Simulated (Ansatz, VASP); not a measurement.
# Ta: VASP beside Ansatz

Contents of INCAR:

```
PREC = Accurate ; ENCUT = 520
EDIFF = 1E-6 ; ISMEAR = 1
SIGMA = 0.02 ; LREAL = F
LASPH = T ; NELM = 100
ALGO = Fast ; ISIF = 2
LWAVE = F ; LCHARG = F
NBANDS = 12
```

KPOINTS

```
Automatic mesh
0
Gamma
  20 20 20
```

POSCAR

```
Ta
1.0
   -1.7008184000      1.7008184000      1.6512800000
    1.7008184000     -1.7008184000      1.6512800000
    1.7008184000      1.7008184000     -1.6512800000
Ta
1
Direct
    0.0000000000      0.0000000000      0.0000000000
```

Input for Ansatz:

```yaml
crystal:
  lattice:
    - [-1.7008184, 1.7008184, 1.65128]
    - [1.7008184, -1.7008184, 1.65128]
    - [1.7008184, 1.7008184, -1.65128]
  atoms:
    - { symbol: Ta, position: [0.0, 0.0, 0.0] }
basis:
  ecutwfc: 420
kpoints:
  mp_grid: { grid: [20, 20, 20] }
hamiltonian:
  xc: lda
scf:
  occupations: { method: methfessel_paxton, width: 0.02 }
output:
  forces: true
  stress: true
  eigenvalues: true
```

Change from the starting cell: strain +0.0300 x Voigt [1, 1, 0, 0, 0, 0], atoms carried along.

Alike in both runs: task single point; functional LDA; k mesh 20 × 20 × 20; occupations methfessel-paxton of order 1, width 0.02 eV; no spin polarisation.

|  | VASP | Ansatz |
| --- | --- | --- |
| version | VASP 6.6.1 | Ansatz 0.2.0 |
| potentials or method | VASP PAW LDA potentials, release 64 (Ta_pv), cutoff 520 eV | scalar-relativistic, plane waves, PAW |
| valence electrons in the cell | 11 | 13 |

|  | VASP | Ansatz | Ansatz less VASP |
| --- | --- | --- | --- |
| gap on the k mesh at the Fermi level (eV) | none | none | - |
| pressure (GPa) | -18.0 | -18.6 | -0.59 |
| traceless stress, the component that is largest in VASP (GPa) | 1.91 | 1.97 | +0.056 |

LDA's correlation is that of Perdew and Zunger in VASP and of Perdew and Wang (1992) in Ansatz. A gap of «none» marks a metal or a gap that the smearing closes. VASP's potentials hold 11 valence electrons a cell and Ansatz's 13, so a difference there can come from the potentials and not from the codes.

Neither program's run includes spin-orbit coupling.
